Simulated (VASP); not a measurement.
Runs of VASP 6.6.1 on HfSi4. The structure is that of space group P6/mmm (No. 191), or close to it. The cells are those of the table. 

| task | cell | k mesh | cutoff (eV) | gap on the mesh (eV) | pressure (GPa) | relaxed volume (Å³/atom) |
| --- | --- | --- | --- | --- | --- | --- |
| relaxation of cell and atoms | relaxed from a = 4.977, b = 4.977, c = 4.923 Å, angles 90.0, 90.0, 120.0°, 5 atoms | 12 × 12 × 8 | 600 | none | 0.0 | 21.13 |
| single point | a = 4.977, b = 4.977, c = 4.932 Å, angles 90.0, 90.0, 120.0°, 5 atoms | 12 × 12 × 8 | 520 | none | -0.1 | - |
| single point | a = 4.977, b = 4.977, c = 4.923 Å, angles 90.0, 90.0, 120.0°, 5 atoms | 6 × 6 × 4 | 520 | none | -0.1 | - |
| relaxation of cell and atoms | relaxed from a = 3.874, b = 3.874, c = 6.586 Å, angles 90.0, 90.0, 120.0°, 5 atoms | 6 × 6 × 4 | 600 | none | 0.0 | (a) |
| single point | a = 3.874, b = 3.874, c = 6.586 Å, angles 90.0, 90.0, 120.0°, 5 atoms | 6 × 6 × 4 | 520 | none | 94.0 | - |

Alike in all rows: level PBE; potentials or basis VASP PAW PBE potentials, release 64 (Hf_pv, Si); no spin polarisation; smearing gaussian 0.1 eV.

Fill in the values left out.

(a) 21.10.

Caveats: spin-orbit coupling is left out, which moves the levels of the heavy elements; the volume moved by over 15 % at a fixed basis, so the end points are rough (some runs).

A k mesh can miss the band edges, and the runs leave out spin-orbit coupling on Hf.

A gap of «none» marks levels without a gap at the run's occupations.
